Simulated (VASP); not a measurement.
A run of VASP 6.6.1 is set up as follows.

The input INCAR:

```
PREC = Accurate
ENCUT = 600
EDIFF = 1E-6
ISMEAR = -1
SIGMA = 0.08
LREAL = F
LASPH = T
NELM = 80
ALGO = Normal
ISIF = 3
LWAVE = F
LCHARG = F
GGA = PE
IBRION = 2
NSW = 60
EDIFFG = -0.005
PSTRESS = 870.0
```

Contents of KPOINTS:

```
Automatic mesh
0
Gamma
  15 15 15
```

File POSCAR:

```
Sn
1.0
    2.5663795365      0.0000000000      0.0000000000
    0.0000000000      2.5663795365      0.0000000000
    0.0000000000      0.0000000000      2.5663795365
Sn
1
Direct
    0.0000000000      0.0000000000      0.0000000000
```

Potentials or basis: VASP PAW PBE potentials, release 64 (Sn_d).

The run is started by

```console
$ cat potpaw_PBE.64/Sn_d/POTCAR > POTCAR
$ mpirun -np 1 vasp_std > vasp.out
```

(1) Predict the relaxed volume.

(2) Predict the space group after relaxing (to 0.05 Å).

(3) Estimate the band gap on the k mesh.

Results:

(1) 17.43 Å³/atom.

(2) Pm-3m (No. 221).

(3) zero (band 7 reaches 22.02 eV, above the bottom of band 8 at 12.46 eV).

Caveat: the cell is relaxed towards a set pressure, so the enthalpy falls and the energy may rise; spin-orbit coupling is left out, which moves the levels of the heavy elements.
